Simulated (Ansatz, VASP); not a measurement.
## TePb in VASP and in Ansatz

```
Te Pb
1.0
     0.00000    3.23100    3.23100
     3.23100    0.00000    3.23100
     3.23100    3.23100    0.00000
Te Pb
1 1
Direct
  0.50000 0.50000 0.50000
  0.00000 0.00000 0.00000
```

Alike in both runs: task relaxation of cell and atoms; functional r2SCAN; k mesh 14 × 14 × 14; occupations fermi-dirac, width 0.08 eV; no spin polarisation.

|  | VASP | Ansatz |
| --- | --- | --- |
| version | VASP 6.6.1 | Ansatz 0.2.0 |
| potentials or method | VASP PAW PBE potentials, release 64 (Te, Pb_d) | PAW with Ansatz's default frozen-core files, scalar-relativistic |
| plane-wave cutoff (eV) | 600 | 500 |
| valence electrons in the cell | 20 | 30 |

VASP gave:

* relaxed volume (Å³/atom): 34.88
* relaxed length of the cell vector where the two differ most in proportion (Å): 4.621

What did Ansatz give for the same quantities?

Relaxed volume (Å³/atom): 34.90; relaxed length of the cell vector where the two differ most in proportion (Å): 4.621.

VASP's potentials were made for PBE, not for r2SCAN. VASP's potentials hold 20 valence electrons a cell and Ansatz's 30, so a difference there can come from the potentials and not from the codes.

Neither program's run includes spin-orbit coupling.
